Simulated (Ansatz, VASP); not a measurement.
One calculation of MgO, two programs

```
Mg O
1.0
     2.88483    0.00000    0.00000
    -1.44242    2.49834    0.00000
     0.00000    0.00000    2.63117
Mg O
1 1
Direct
  0.00000 0.00000 0.00000
  0.33333 0.66667 0.50000
```

Alike in both runs: task single point; functional LDA; k mesh 7 × 7 × 6; no spin polarisation.

```csv
,VASP,Ansatz
version,VASP 6.6.1,Ansatz 0.2.0
potentials or method,"VASP PAW LDA potentials, release 64 (Mg, O), cutoff 520 eV","plane waves, PAW"
occupations,"gaussian, width 0.01 eV",fixed
valence electrons in the cell,8,16
```

|  | VASP | Ansatz | Ansatz less VASP |
| --- | --- | --- | --- |
| pressure (GPa) | -3.7 | -1.9 | +1.74 |
| traceless stress, the component that is largest in VASP (GPa) | 0.18 | 0.45 | +0.266 |

LDA's correlation is that of Perdew and Zunger in VASP and of Perdew and Wang (1992) in Ansatz. VASP's potentials hold 8 valence electrons a cell and Ansatz's 16, so a difference there can come from the potentials and not from the codes. Ansatz's warnings: stress scf threshold loose.
